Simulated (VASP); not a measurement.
Wanted: the native input for a VASP 6.6.1 run.

| Item | Value |
| --- | --- |
| Task | single point |
| Functional | PBE |
| Potentials or basis | VASP PAW PBE potentials, release 64 (W_sv, S) |
| Cutoff | 520 eV |
| k mesh | 4 × 4 × 1 |
| Occupations | gaussian, width 0.1 eV |
| Spin | no spin polarisation |
| Dipole correction | no |
| Further INCAR settings | ALGO = Normal; EDIFF = 1e-07; NBANDS = 64 |

The structure of WS2 lies in POSCAR:

```
WS2
1.0
    1.5938894217     -2.7606974601      0.0000000000
   -4.7816682652     -2.7606974600      0.0000000000
    0.0000000000      0.0000000000    -14.7771385978
W S
4 8
Direct
    0.5000000000      0.8333333333      0.7500000000
    1.0000000000      0.3333333333      0.7500000000
    1.0000000000      0.6666666667      0.2500000000
    0.5000000000      0.1666666667      0.2500000000
    0.5000000000      0.8333333333      0.3563142107
    1.0000000000      0.3333333333      0.3563142107
    1.0000000000      0.6666666667      0.8563142107
    0.5000000000      0.1666666667      0.8563142107
    0.5000000000      0.8333333333      0.1436857893
    1.0000000000      0.3333333333      0.1436857893
    1.0000000000      0.6666666667      0.6436857893
    0.5000000000      0.1666666667      0.6436857893
```

The input as run:

INCAR

```
ALGO = Normal
EDIFF = 1E-7
ENCUT = 520
GGA = PE
ISIF = 2
ISMEAR = 0
LASPH = True
LCHARG = False
LREAL = False
LWAVE = False
NBANDS = 64
NELM = 100
PREC = Accurate
SIGMA = 0.1
```

KPOINTS

```
k-points
0
Gamma
  4 4 1
```

Potentials or basis: VASP PAW PBE potentials, release 64 (W_sv, S).

Command:

```bash
$ cat potpaw_PBE.64/W_sv/POTCAR potpaw_PBE.64/S/POTCAR > POTCAR
$ mpirun -np 1 vasp_std > vasp.out
```

Results of the run:

| Property | Result |
| --- | --- |
| Pressure | -0.1 GPa |
| Largest force | 0.029 eV/Å |
| Band gap on the k mesh | 1.82 eV |

Caveat: the k points lie up to 0.49 Å⁻¹ apart; spin-orbit coupling is left out, which moves the levels of the heavy elements; this functional lacks dispersion, which binds layers or chains, so the pressure and a relaxed spacing across them are unreliable.

It took 2 min on 1 thread of AMD EPYC 9R45 96-Core Processor (Zen 5) (shared host), peak memory 0.34 GiB.
